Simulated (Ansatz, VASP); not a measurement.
# Two plane-wave programs on HfRu3

```
Hf Ru
1.0
     3.95577    0.00000    0.00000
     0.00000    3.95577    0.00000
     0.00000    0.00000    3.95577
Hf Ru
1 3
Cartesian
  0.0000 0.0000 0.0000
  1.9779 1.9779 0.0000
  0.0000 1.9779 1.9779
  1.9779 0.0000 1.9779
```

Alike in both runs: task single point; functional revPBE; k mesh 6 × 6 × 6; occupations fermi-dirac, width 0.1 eV; no spin polarisation.

|  | VASP | Ansatz |
| --- | --- | --- |
| version | VASP 6.6.1 | Ansatz 0.2.0 |
| potentials or method | VASP PAW PBE potentials, release 64 (Hf_pv, Ru_pv) | plane waves, PAW |
| plane-wave cutoff (eV) | 500 | 420 |
| valence electrons in the cell | 52 | 74 |

Ansatz gave:

- pressure (GPa): 2.1

Question: Which values does VASP return?

Answer: Pressure (GPa): 1.3.

VASP's potentials were made for PBE, not for revPBE. VASP's potentials hold 52 valence electrons a cell and Ansatz's 74, so a difference there can come from the potentials and not from the codes.

Neither program's run includes spin-orbit coupling.
